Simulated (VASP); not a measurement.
# BeTe (Cmmm) in VASP: notebook

BeTe is run at these levels: PBEsol-based global hybrid with 25 % exact exchange, HSE06, PBE-based screened hybrid with 25 % exact exchange; tasks: single point.

Program: VASP 6.6.1. These are calculated values, not measurements. Logs are shortened: lines on timing, memory, paths and dates and some standing lists are left out, and cuts for length are marked.

### Step 1. The cell of the first run

The structure is orthorhombic, space group Cmmm (No. 65). The conventional cell has a = 3.556 Å, b = 8.031 Å, c = 3.501 Å, α = 90.00°, β = 90.00°, γ = 90.00°. Within 3.3 Å of Be (site symmetry mmm) lie 4 Te at 2.50 Å. Within 3.3 Å of Te (site symmetry mmm) lie 4 Be at 2.50 Å.

### Step 2. Single point, PBEsol-based global hybrid with 25 % exact exchange

Input file POSCAR:

```
BeTe
1.0
    1.7781904827     -4.0155502572      0.0000000000
    1.7781904827      4.0155502572      0.0000000000
    0.0000000000      0.0000000000      3.5009291406
Be Te
1 1
Direct
    0.5000000000      0.5000000000      0.5000000000
    0.0000000000      0.0000000000      0.0000000000
```

Input file INCAR.step1:

```
PREC = Accurate
ENCUT = 520
EDIFF = 1E-5
ISMEAR = -1
SIGMA = 0.05
LREAL = False
LASPH = True
NELM = 60
ALGO = Normal
ISIF = 2
LWAVE = True
NBANDS = 11
GGA = PE
```

Input file INCAR.step2:

```
PREC = Accurate
ENCUT = 520
EDIFF = 1E-6
ISMEAR = -1
SIGMA = 0.05
LREAL = False
LASPH = True
NELM = 60
ALGO = Normal
ISIF = 2
LWAVE = False
LCHARG = True
GGA = PS
LHFCALC = True
AEXX = 0.25
PRECFOCK = Normal
LELF = True
LVHAR = True
NBANDS = 11
ISTART = 1
```

Input file KPOINTS:

```
regular mesh
0
Gamma
  4 4 4
```

Potentials or basis: VASP PAW PBE potentials, release 64 (Be, Te).

Launch:

```console
$ cat potpaw_PBE.64/Be/POTCAR potpaw_PBE.64/Te/POTCAR > POTCAR
$ cp INCAR.step1 INCAR
$ mpirun -np 1 vasp_std > vasp.out
$ cp INCAR.step2 INCAR
$ mpirun -np 1 vasp_std > vasp.out
```

OUTCAR:

```text
PREC = Accurate
   ENCUT = 520
   EDIFF = 1E-6
   ISMEAR = -1
   LREAL = False
   LASPH = True
   NELM = 60
   ISIF = 2
   GGA = PS
   LHFCALC = True
   AEXX = 0.25
   PRECFOCK = Normal
   ISTART = 1

 ion  position               nearest neighbor table
   1  0.500  0.500  0.500-   2 2.50   2 2.50   2 2.50   2 2.50
   2  0.000  0.000  0.000-   1 2.50   1 2.50   1 2.50   1 2.50

  LATTYP: Found a base centered orthorhombic cell.
 ALAT       =     3.5563809654
 B/A-ratio  =     2.2582227811
 C/A-ratio  =     0.9844077940

  Lattice vectors:

 A1 = (   1.7781904827,  -4.0155502572,   0.0000000000)
 A2 = (   1.7781904827,   4.0155502572,   0.0000000000)
 A3 = (   0.0000000000,   0.0000000000,   3.5009291406)

Analysis of symmetry for initial positions (statically):
=====================================================================
 Subroutine PRICEL returns:
 Original cell was already a primitive cell.

 Routine SETGRP: Setting up the symmetry group for a
 base centered orthorhombic supercell.

 Subroutine GETGRP returns: Found  8 space group operations
 (whereof  8 operations were pure point group operations)
 out of a pool of  8 trial point group operations.

The static configuration has the point symmetry D_2h.

Analysis of symmetry for dynamics (positions and initial velocities):
=====================================================================
 Subroutine PRICEL returns:
 Original cell was already a primitive cell.

 Routine SETGRP: Setting up the symmetry group for a
 base centered orthorhombic supercell.

 Subroutine GETGRP returns: Found  8 space group operations
 (whereof  8 operations were pure point group operations)
 out of a pool of  8 trial point group operations.

The dynamic configuration has the point symmetry D_2h.

 Subroutine INISYM returns: Found  8 space group operations
 (whereof  8 operations are pure point group operations),
 and found     1 'primitive' translations

----------------------------------------------------------------------------------------

                                     Primitive cell

  volume of cell :      49.9962

  direct lattice vectors                    reciprocal lattice vectors
     1.778190483 -4.015550257  0.000000000     0.281184724 -0.124515936  0.000000000
     1.778190483  4.015550257  0.000000000     0.281184724  0.124515936  0.000000000
     0.000000000  0.000000000  3.500929141     0.000000000  0.000000000  0.285638458

  length of vectors
     4.391651769  4.391651769  3.500929141     0.307520841  0.307520841  0.285638458

  position of ions in fractional coordinates (direct lattice)
     0.500000000  0.500000000  0.500000000
     0.000000000  0.000000000  0.000000000

  ion indices of the primitive-cell ions
   primitive index   ion index
                 1           1
                 2           2

----------------------------------------------------------------------------------------

 KPOINTS: regular mesh

Automatic generation of k-mesh.
 Grid dimensions read from file:
 generate k-points for:    4    4    4

 Generating k-lattice:

  Cartesian coordinates                     Fractional coordinates (reciprocal lattice)
     0.070296181 -0.031128984  0.000000000     0.250000000 -0.000000000  0.000000000
     0.070296181  0.031128984  0.000000000    -0.000000000  0.250000000  0.000000000
     0.000000000  0.000000000  0.071409614     0.000000000  0.000000000  0.250000000

  Length of vectors
     0.076880210  0.076880210  0.071409614

  Shift w.r.t. Gamma in fractional coordinates (k-lattice)
     0.000000000  0.000000000  0.000000000

 Subroutine IBZKPT returns following result:
 ===========================================

 Found     21 irreducible k-points:

 Following reciprocal coordinates:
            Coordinates               Weight
  0.000000  0.000000  0.000000      1.000000
  0.250000 -0.000000  0.000000      4.000000
  0.500000 -0.000000  0.000000      2.000000
  0.250000  0.250000  0.000000      2.000000
  0.500000  0.250000  0.000000      4.000000
 -0.250000  0.250000  0.000000      2.000000
[... 13 lines left out ...]
 -0.250000  0.250000  0.500000      2.000000
  0.500000  0.500000  0.500000      1.000000
   k-points           NKPTS =     21   k-points in BZ     NKDIM =     64   number of bands    NBANDS=     11
   number of dos      NEDOS =    301   number of ions     NIONS =      2
   total plane-waves  NPLWV =  36288
   dimension x,y,z NGX =    36 NGY =   36 NGZ =   28
   dimension x,y,z NGXF=    72 NGYF=   72 NGZF=   56
   ions per type =               1   1
   NGX,Y,Z   is equivalent  to a cutoff of  13.63, 13.63, 13.30 a.u.
   NGXF,Y,Z  is equivalent  to a cutoff of  27.26, 27.26, 26.59 a.u.
 SYSTEM =  unknown system
   PREC   = accura    normal or accurate (medium, high low for compatibility)
   ISTART =      1    job   : 0-new  1-cont  2-samecut
   ICHARG =      0    charge: 1-file 2-atom 10-const
   ISPIN  =      1    spin polarized calculation?
   LNONCOLLINEAR =      F non collinear calculations
   LSORBIT =      F    spin-orbit coupling
   LASPH  =      T    aspherical Exc in radial PAW
   ENCUT  =  520.0 eV  38.22 Ry    6.18 a.u.   8.17  8.17  6.51*2*pi/ulx,y,z
   NELM   =     60;   NELMIN=  2; NELMDL=  0     # of ELM steps
   EDIFF  = 0.1E-05   stopping-criterion for ELM
   LREAL  =      F    real-space projection
   EDIFFG = 0.1E-04   stopping-criterion for IOM
   NSW    =      0    number of steps for IOM
   IBRION =     -1    ionic relax: 0-MD 1-quasi-New 2-CG
   NFREE  =      0    steps in history (QN), initial steepest desc. (CG)
   ISIF   =      2    stress and relaxation
   ISYM   =      3    0-nonsym 1-usesym 2-fastsym
   POTIM  = 0.5000    time-step for ionic-motion
   TEBEG  =    0.0;   TEEND  =   0.0 temperature during run
   PSTRESS=    0.0 pullay stress
   NELECT =       8.0000    total number of electrons
   NUPDOWN=      -1.0000    fix difference up-down
   EMIN   =  10.00;   EMAX   =-10.00  energy-range for DOS
   EFERMI =   0.00;   METHOD = LEGACY
   ISMEAR =    -1;   SIGMA  =   0.05  broadening in eV -4-tet -1-fermi 0-gaus
   EFERMI_NEDOS =   21; number of points for ismear=-14 and -15
   IALGO  =     38    algorithm
   IMIX   =      1    mixing-type and parameters
     AMIX     =   0.40;   BMIX     =  1.00
     AMIX_MAG =   1.60;   BMIX_MAG =  1.00
  volume/ion in A,a.u.               =      25.00       168.70
  Fermi-wavevector in a.u.,A,eV,Ry     =   0.888777  1.679544 10.747566  0.789924
  Thomas-Fermi vector in A             =   2.010251
   LORBIT       =      0    0 simple, 1 ext, 2 COOP (PROOUT), +10 PAW based schemes
   GGA     = PS    functional components
   LHFCALC =     T    Hartree Fock is set to
   PRECFOCK=normal    Normal, Fast or Accurate (Low or Medium for compatibility)
   ENCUT4O =  -1.0   cutoff for four orbital integrals eV
   NKREDX  =     1    reduce k-point grid by
   NKREDY  =     1    reduce k-point grid by
   NKREDZ  =     1    reduce k-point grid by
   AEXX    =    0.2500 exact exchange contribution
   HFSCREEN=    0.0000 screening length (either q_TF or 0.3 A-1)
   HFSCREENC=   0.0000 screening length for correlation (either q_TF or 0.3 A-1)
   ENCUTFOCK=  -1.0 apply spherical cutoff to Coloumb kernel
   IVDW    =     0    specifies the selected vdW correction
   LEPSILON=     F    determine dielectric tensor
   LRPA    =     F    only Hartree local field effects (RPA)
 non-spin polarized calculation
  energy-cutoff  :      520.00
  volume of cell :       50.00
 maximum number of plane-waves:      1361
 NGX is ok and might be reduce to    36
  NGX = 28; NGY = 28; NGZ = 20

 number of electron       8.0000000 magnetization

 Free energy of the ion-electron system (eV)
  ---------------------------------------------------
  ext. energy  EPLUGINS =         0.00000000
  ---------------------------------------------------
  free energy    TOTEN  =        -7.98479245 eV

  energy without entropy =       -7.98126884  energy(sigma->0) =       -7.98303064

 E-fermi :   4.6185     XC(G=0):  -6.9218

 val. band max:        4.5635701816   @ k =   0.5000   0.2500   0.5000
 cond. band min:       5.0863635878   @ k =   0.5000   0.5000   0.5000
 fundamental gap:      0.5227934062
 Fermi energy:         4.6185325660

 k-point     1 :       0.0000    0.0000    0.0000
  band No.  band energies     occupation
      1     -10.3522      2.00000
      2       1.4654      2.00000
      3       1.8999      2.00000
      4       1.9763      2.00000
      5       6.9700      0.00000
      6       8.8761      0.00000
      7       9.9553      0.00000
      8      11.0488      0.00000
      9      14.1975      0.00000
     10      15.0768      0.00000
     11      15.1624      0.00000

 k-point     2 :       0.2500   -0.0000    0.0000
  band No.  band energies     occupation
      1      -9.7412      2.00000
      2      -1.2261      2.00000
      3       1.5433      2.00000
      4       2.9584      2.00000
      5       7.8293      0.00000
      6       8.5533      0.00000
      7      10.1707      0.00000
      8      11.4132      0.00000
      9      13.2763      0.00000
     10      14.2329      0.00000
     11      15.8853      0.00000

 k-point     3 :       0.5000   -0.0000    0.0000
  band No.  band energies     occupation
      1      -8.8468      2.00000
      2      -3.5688      2.00000
      3       1.8276      2.00000
      4       5.4372      0.00000
      5       5.9482      0.00000
      6       8.2595      0.00000
      7       9.5161      0.00000
      8      11.8225      0.00000
      9      14.2331      0.00000
     10      14.9033      0.00000
     11      18.0058      0.00000
[... 225 lines left out ...]
 k-point    20 :      -0.2500    0.2500    0.5000
  band No.  band energies     occupation
      1      -8.7379      2.00000
      2      -3.5192      2.00000
      3       1.8408      2.00000
      4       5.2193      0.00001
      5       6.0542      0.00000
      6       7.9760      0.00000
      7       9.2455      0.00000
      8      11.6518      0.00000
      9      13.8271      0.00000
     10      15.1933      0.00000
     11      17.7174      0.00000

 k-point    21 :       0.5000    0.5000    0.5000
  band No.  band energies     occupation
      1      -8.5663      2.00000
      2      -3.2483      2.00000
      3       0.7811      2.00000
      4       4.2470      1.99882
      5       5.0864      0.00017
      6       7.8236      0.00000
      7       9.0381      0.00000
      8      11.5735      0.00000
      9      17.3874      0.00000
     10      17.6746      0.00000
     11      19.7885      0.00000

------------------------ aborting loop because EDIFF is reached ----------------------------------------

  FORCE on cell =-STRESS in cart. coord.  units (eV):
  Direction    XX          YY          ZZ          XY          YZ          ZX
  --------------------------------------------------------------------------------------
  -------------------------------------------------------------------------------------
  Total       -0.3729623     -0.1618594     -0.0206558     -0.0000000      0.0000000      0.0000000
  in kB      -11.9519519     -5.1869471     -0.6619367     -0.0000000      0.0000000      0.0000000
  external PRESSURE =      -5.9336119 kB  Pullay stress =       0.0000000 kB

 VOLUME and BASIS-vectors are now :
 -----------------------------------------------------------------------------
  energy-cutoff  :      520.00
  volume of cell :       50.00
      direct lattice vectors                 reciprocal lattice vectors
     1.778190483 -4.015550257  0.000000000     0.281184724 -0.124515936  0.000000000
     1.778190483  4.015550257  0.000000000     0.281184724  0.124515936  0.000000000
     0.000000000  0.000000000  3.500929141     0.000000000  0.000000000  0.285638458

 POSITION                                       TOTAL-FORCE (eV/Angst)
 -----------------------------------------------------------------------------------
      1.77819      0.00000      1.75046         0.000000      0.000000      0.000000
      0.00000      0.00000      0.00000        -0.000000      0.000000      0.000000
 -----------------------------------------------------------------------------------
    total drift:                                0.000000      0.000000     -0.000000

  FREE ENERGIE OF THE ION-ELECTRON SYSTEM (eV)
  ---------------------------------------------------
  free  energy   TOTEN  =        -7.9847924490 eV

  energy  without entropy=       -7.9812688383  energy(sigma->0) =       -7.98303064
```

Run time: 8.9 min. Hardware: 1 thread of Intel Xeon Platinum 8488C (Sapphire Rapids), shared host; peak memory 0.19 GiB.

Results:

```
Free energy            : -7.9848 eV
Pressure               : -0.6 GPa
Band gap on the k mesh : zero (bands 4 and 5 overlap by 2.42 eV)
```

Caveat: the k points lie up to 0.48 Å⁻¹ apart, too coarse for converged energies and pressures of a metal; the PAW data sets were made with another functional, which shifts forces and pressure a little; spin-orbit coupling is left out, which moves the levels of the heavy elements.

(Continued in part 2 of 2.)
